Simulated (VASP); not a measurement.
# GaSb in VASP: single point with LDA

Aim: the single point of GaSb with LDA.

Everything below comes from runs of VASP 6.6.1. Logs are shortened: lines on timing, memory, paths and dates and some standing lists are left out, and cuts for length are marked.

## 1. The cell of the first run

The cell holds a slab with vacuum, 12 atoms: a = 4.277 Å, b = 6.049 Å, c = 25.693 Å, α = 90.00°, β = 90.00°, γ = 90.00°.

## 2. Single point, LDA

INCAR

```
SYSTEM = GaSb
ALGO     = Normal         ! electronic algorithm
DIPOL    = 0.5 0.5 0.500
EDIFF    = 1E-7           ! SCF threshold, eV
ENCUT    = 520            ! plane-wave cutoff, eV
GGA      = CA             ! functional
IDIPOL   = 3            
ISIF     = 2              ! what is computed and relaxed
ISMEAR   = 0              ! smearing method
LASPH    = .True.         ! aspherical terms in the spheres
LCHARG   = .False.        ! write CHGCAR
LDIPOL   = .True.       
LREAL    = .False.        ! projectors in reciprocal space
LWAVE    = .False.        ! write WAVECAR
NBANDS   = 66             ! bands
NELM     = 100            ! most SCF steps
PREC     = Accurate       ! precision mode
SIGMA    = 0.1            ! smearing width, eV
```

KPOINTS

```
k-points
0
Gamma
  8 6 1
  0 0 0
```

POSCAR

```
GaSb
1.0
    4.2771263939      0.0000000000      0.0000000000
    0.0000000000      6.0487701542      0.0000000000
    0.0000000000      0.0000000000     25.6928159847
Ga Sb
6 6
Direct
    0.5000000000      0.5000000000      0.2919103926
    0.0000000000      0.0000000000      0.3751462355
    0.5000000000      0.5000000000      0.4583820785
    0.0000000000      0.0000000000      0.5416179215
    0.5000000000      0.5000000000      0.6248537645
    0.0000000000      0.0000000000      0.7080896074
    0.0000000000      0.7500000000      0.2919103926
    0.5000000000      0.2500000000      0.3751462355
    0.0000000000      0.7500000000      0.4583820785
    0.5000000000      0.2500000000      0.5416179215
    0.0000000000      0.7500000000      0.6248537645
    0.5000000000      0.2500000000      0.7080896074
```

Potentials or basis: VASP PAW LDA potentials, release 64 (Ga_d, Sb).

Launch:

```console
> cat potpaw_LDA.64/Ga_d/POTCAR potpaw_LDA.64/Sb/POTCAR > POTCAR
> mpirun -np 1 vasp_std > vasp.out
```

OUTCAR:

```text
SYSTEM = GaSb
   EDIFF = 1E-7
   ENCUT = 520
   GGA = CA
   ISIF = 2
   ISMEAR = 0
   LASPH = .True.
   LREAL = .False.
   NELM = 100
   PREC = Accurate

 ion  position               nearest neighbor table
   1  0.500  0.500  0.292-   8 2.62   7 2.62   7 2.62
   2  0.000  0.000  0.375-   7 2.62   8 2.62   8 2.62   9 2.62
   3  0.500  0.500  0.458-   9 2.62   9 2.62  10 2.62   8 2.62
   4  0.000  0.000  0.542-  10 2.62  10 2.62   9 2.62  11 2.62
   5  0.500  0.500  0.625-  12 2.62  11 2.62  11 2.62  10 2.62
   6  0.000  0.000  0.708-  11 2.62  12 2.62  12 2.62
   7  0.000  0.750  0.292-   2 2.62   1 2.62   1 2.62
   8  0.500  0.250  0.375-   1 2.62   2 2.62   2 2.62   3 2.62
   9  0.000  0.750  0.458-   3 2.62   3 2.62   4 2.62   2 2.62
  10  0.500  0.250  0.542-   4 2.62   4 2.62   3 2.62   5 2.62
  11  0.000  0.750  0.625-   6 2.62   5 2.62   5 2.62   4 2.62
  12  0.500  0.250  0.708-   5 2.62   6 2.62   6 2.62

  LATTYP: Found a simple orthorhombic cell.
 ALAT       =     4.2771263939
 B/A-ratio  =     1.4142135624
 C/A-ratio  =     6.0070275270

  Lattice vectors:

 A1 = (   4.2771263939,   0.0000000000,   0.0000000000)
 A2 = (   0.0000000000,   6.0487701542,   0.0000000000)
 A3 = (   0.0000000000,   0.0000000000,  25.6928159847)

Analysis of symmetry for initial positions (statically):
=====================================================================
 Subroutine PRICEL returns:
 Original cell was already a primitive cell.

 Routine SETGRP: Setting up the symmetry group for a
 simple orthorhombic supercell.

 Subroutine GETGRP returns: Found  4 space group operations
 (whereof  2 operations were pure point group operations)
 out of a pool of  8 trial point group operations.

The static configuration has the point symmetry C_1h.
 The point group associated with its full space group is C_2v.

Analysis of symmetry for dynamics (positions and initial velocities):
=====================================================================
 Subroutine PRICEL returns:
 Original cell was already a primitive cell.

 Routine SETGRP: Setting up the symmetry group for a
 simple orthorhombic supercell.

 Subroutine GETGRP returns: Found  4 space group operations
 (whereof  2 operations were pure point group operations)
 out of a pool of  8 trial point group operations.

The dynamic configuration has the point symmetry C_1h.
 The point group associated with its full space group is C_2v.

 Subroutine INISYM returns: Found  4 space group operations
 (whereof  2 operations are pure point group operations),
 and found     1 'primitive' translations

----------------------------------------------------------------------------------------

                                     Primitive cell

  volume of cell :     664.7079

  direct lattice vectors                    reciprocal lattice vectors
     4.277126394  0.000000000  0.000000000     0.233801835  0.000000000  0.000000000
     0.000000000  6.048770154  0.000000000     0.000000000  0.165322863  0.000000000
     0.000000000  0.000000000 25.692815985     0.000000000  0.000000000  0.038921386

  length of vectors
     4.277126394  6.048770154 25.692815985     0.233801835  0.165322863  0.038921386

  position of ions in fractional coordinates (direct lattice)
     0.500000000  0.500000000  0.291910393
     0.000000000  0.000000000  0.375146235
     0.500000000  0.500000000  0.458382079
     0.000000000  0.000000000  0.541617921
     0.500000000  0.500000000  0.624853765
     0.000000000  0.000000000  0.708089607
     0.000000000  0.750000000  0.291910393
     0.500000000  0.250000000  0.375146235
     0.000000000  0.750000000  0.458382079
     0.500000000  0.250000000  0.541617921
     0.000000000  0.750000000  0.624853765
     0.500000000  0.250000000  0.708089607

  ion indices of the primitive-cell ions
   primitive index   ion index
                 1           1
                 2           2
                 3           3
                 4           4
                 5           5
                 6           6
                 7           7
                 8           8
                 9           9
                10          10
                11          11
                12          12

----------------------------------------------------------------------------------------

 KPOINTS: k-points

Automatic generation of k-mesh.
 Grid dimensions read from file:
 generate k-points for:    8    6    1

 Generating k-lattice:

  Cartesian coordinates                     Fractional coordinates (reciprocal lattice)
     0.029225229  0.000000000  0.000000000     0.125000000  0.000000000  0.000000000
     0.000000000  0.027553811  0.000000000     0.000000000  0.166666667  0.000000000
     0.000000000  0.000000000  0.038921386     0.000000000  0.000000000  1.000000000

  Length of vectors
     0.029225229  0.027553811  0.038921386

  Shift w.r.t. Gamma in fractional coordinates (k-lattice)
     0.000000000  0.000000000  0.000000000

 Subroutine IBZKPT returns following result:
 ===========================================

 Found     20 irreducible k-points:

 Following reciprocal coordinates:
            Coordinates               Weight
  0.000000  0.000000  0.000000      1.000000
  0.125000  0.000000  0.000000      2.000000
  0.250000  0.000000  0.000000      2.000000
  0.375000  0.000000  0.000000      2.000000
  0.500000  0.000000  0.000000      1.000000
  0.000000  0.166667  0.000000      2.000000
[... 12 lines left out ...]
  0.375000  0.500000  0.000000      2.000000
  0.500000  0.500000  0.000000      1.000000
   k-points           NKPTS =     20   k-points in BZ     NKDIM =     20   number of bands    NBANDS=     66
   number of dos      NEDOS =    301   number of ions     NIONS =     12
   total plane-waves  NPLWV = 294912
   dimension x,y,z NGX =    32 NGY =   48 NGZ =  192
   dimension x,y,z NGXF=    64 NGYF=   96 NGZF=  384
   ions per type =               6   6
   NGX,Y,Z   is equivalent  to a cutoff of  12.44, 13.19, 12.42 a.u.
   NGXF,Y,Z  is equivalent  to a cutoff of  24.88, 26.38, 24.85 a.u.
 SYSTEM =  GaSb
   PREC   = accura    normal or accurate (medium, high low for compatibility)
   ISTART =      0    job   : 0-new  1-cont  2-samecut
   ICHARG =      2    charge: 1-file 2-atom 10-const
   ISPIN  =      1    spin polarized calculation?
   LNONCOLLINEAR =      F non collinear calculations
   LSORBIT =      F    spin-orbit coupling
   LASPH  =      T    aspherical Exc in radial PAW
   ENCUT  =  520.0 eV  38.22 Ry    6.18 a.u.   7.95 11.25 47.77*2*pi/ulx,y,z
   NELM   =    100;   NELMIN=  2; NELMDL= -5     # of ELM steps
   EDIFF  = 0.1E-06   stopping-criterion for ELM
   LREAL  =      F    real-space projection
   EDIFFG = 0.1E-05   stopping-criterion for IOM
   NSW    =      0    number of steps for IOM
   IBRION =     -1    ionic relax: 0-MD 1-quasi-New 2-CG
   NFREE  =      0    steps in history (QN), initial steepest desc. (CG)
   ISIF   =      2    stress and relaxation
   ISYM   =      2    0-nonsym 1-usesym 2-fastsym
   POTIM  = 0.5000    time-step for ionic-motion
   TEBEG  =    0.0;   TEEND  =   0.0 temperature during run
   PSTRESS=    0.0 pullay stress
   NELECT =     108.0000    total number of electrons
   NUPDOWN=      -1.0000    fix difference up-down
   EMIN   =  10.00;   EMAX   =-10.00  energy-range for DOS
   EFERMI =   0.00;   METHOD = LEGACY
   ISMEAR =     0;   SIGMA  =   0.10  broadening in eV -4-tet -1-fermi 0-gaus
   EFERMI_NEDOS =   21; number of points for ismear=-14 and -15
   IALGO  =     38    algorithm
   IMIX   =      4    mixing-type and parameters
     AMIX     =   0.40;   BMIX     =  1.00
     AMIX_MAG =   1.60;   BMIX_MAG =  1.00
  volume/ion in A,a.u.               =      55.39       373.81
  Fermi-wavevector in a.u.,A,eV,Ry     =   0.893317  1.688125 10.857666  0.798016
  Thomas-Fermi vector in A             =   2.015379
   LORBIT       =      0    0 simple, 1 ext, 2 COOP (PROOUT), +10 PAW based schemes
   GGA     = CA    functional components
   LHFCALC =     F    Hartree Fock is set to
   AEXX    =    0.0000 exact exchange contribution
   IVDW    =     0    specifies the selected vdW correction
   LEPSILON=     F    determine dielectric tensor
   LRPA    =     F    only Hartree local field effects (RPA)
 non-spin polarized calculation
 Gauss-broadening in eV      SIGMA  =   0.10
  energy-cutoff  :      520.00
  volume of cell :      664.71
 maximum number of plane-waves:     17996
 NGX is ok and might be reduce to    32
   NGX = 15   NGY = 23   NGZ = 95

 dipolmoment           0.000000      0.000000     -0.000000 electrons x Angstroem

 number of electron     108.0000068 magnetization

 dipolmoment           0.000000      0.000000      0.000000 electrons x Angstroem

 Free energy of the ion-electron system (eV)
  ---------------------------------------------------
  ext. energy  EPLUGINS =         0.00000000
  ---------------------------------------------------
  free energy    TOTEN  =       -48.67707440 eV

  energy without entropy =      -48.67205511  energy(sigma->0) =      -48.67456476

 E-fermi :   0.1032     XC(G=0):  -5.3835

 val. band max:        0.0968567653   @ k =   0.0000   0.0000   0.0000
 cond. band min:       0.1684479314   @ k =   0.0000   0.5000   0.0000
 fundamental gap:      0.0715911662
 Fermi energy:         0.1031535325

 k-point     1 :       0.0000    0.0000    0.0000
  band No.  band energies     occupation
      1     -15.1582      2.00000
      2     -15.1548      2.00000
      3     -15.1466      2.00000
      4     -15.1409      2.00000
      5     -15.1404      2.00000
      6     -15.1271      2.00000
[... 1369 lines left out ...]
     65       4.0351      0.00000
     66       4.0351      0.00000

------------------------ aborting loop because EDIFF is reached ----------------------------------------

 vacuum level on the upper side and lower side of the slab       (xc-potential included)        -0.060        -0.060

  FORCE on cell =-STRESS in cart. coord.  units (eV):
  Direction    XX          YY          ZZ          XY          YZ          ZX
  --------------------------------------------------------------------------------------
  -------------------------------------------------------------------------------------
  Total       -0.9869487     -0.8763765      1.4002901      0.0000000      0.0000000      0.0000000
  in kB       -2.3788896     -2.1123722      3.3751861      0.0000000      0.0000000      0.0000000
  external PRESSURE =      -0.3720252 kB  Pullay stress =       0.0000000 kB

 VOLUME and BASIS-vectors are now :
 -----------------------------------------------------------------------------
  energy-cutoff  :      520.00
  volume of cell :      664.71
      direct lattice vectors                 reciprocal lattice vectors
     4.277126394  0.000000000  0.000000000     0.233801835  0.000000000  0.000000000
     0.000000000  6.048770154  0.000000000     0.000000000  0.165322863  0.000000000
     0.000000000  0.000000000 25.692815985     0.000000000  0.000000000  0.038921386

 POSITION                                       TOTAL-FORCE (eV/Angst)
 -----------------------------------------------------------------------------------
      2.13856      3.02439      7.50000         0.000000      0.626645      0.967148
      0.00000      0.00000      9.63856         0.000000     -0.198760      0.185082
      2.13856      3.02439     11.77713         0.000000      0.136896      0.105359
      0.00000      0.00000     13.91569         0.000000      0.136896     -0.105359
      2.13856      3.02439     16.05425         0.000000     -0.198760     -0.185082
      0.00000      0.00000     18.19282         0.000000      0.626645     -0.967148
      0.00000      4.53658      7.50000         0.000000     -0.002315     -0.984061
      2.13856      1.51219      9.63856         0.000000     -0.470068     -0.436571
      0.00000      4.53658     11.77713         0.000000     -0.092398      0.070763
      2.13856      1.51219     13.91569         0.000000     -0.092398     -0.070763
      0.00000      4.53658     16.05425         0.000000     -0.470068      0.436571
      2.13856      1.51219     18.19282         0.000000     -0.002315      0.984061
 -----------------------------------------------------------------------------------
    total drift:                                0.000000     -0.000121      0.000000

  FREE ENERGIE OF THE ION-ELECTRON SYSTEM (eV)
  ---------------------------------------------------
  free  energy   TOTEN  =       -48.6770744049 eV

  energy  without entropy=      -48.6720551125  energy(sigma->0) =      -48.67456476

 vacuum level on the upper side and lower side of the slab         4.767         4.767
```

Wall time 20 min (1 thread of Oxide Virtual Turin-like, shared host); peak memory 0.82 GiB.

Results:

| Quantity | Value |
| --- | --- |
| Free energy | -48.6771 eV |
| Largest force | 1.152 eV/Å |
| Band gap on the k mesh | 0.07 eV (least direct gap 0.33 eV) |

Forces in eV/Å, atoms in the order of the input:
```
Ga   0.000  0.627  0.967
Ga   0.000 -0.199  0.185
Ga   0.000  0.137  0.105
Ga   0.000  0.137 -0.105
Ga   0.000 -0.199 -0.185
Ga   0.000  0.627 -0.967
Sb   0.000 -0.002 -0.984
Sb   0.000 -0.470 -0.437
Sb   0.000 -0.092  0.071
Sb   0.000 -0.092 -0.071
Sb   0.000 -0.470  0.437
Sb   0.000 -0.002  0.984
```

Levels at points of the mesh, in eV from the valence-band top:
```csv
k point,band 50,band 51,band 52,band 53,band 54,band 55,band 56,band 57,band 58,band 59
"(0.00, 0.00, 0.00)",-0.82,-0.72,-0.31,-0.22,0.00,0.33,0.99,1.14,1.56,1.80
"(0.50, 0.00, 0.00)",-2.37,-1.88,-1.88,-0.49,-0.49,0.21,0.21,1.36,1.36,1.64
"(0.00, 0.50, 0.00)",-1.33,-0.93,-0.93,-0.50,-0.50,0.07,0.07,1.23,1.23,1.78
"(0.50, 0.50, 0.00)",-2.07,-1.37,-1.37,-0.72,-0.72,0.19,0.19,1.87,1.87,2.90
```

Caveat: spin-orbit coupling is left out, which moves the levels of the heavy elements.
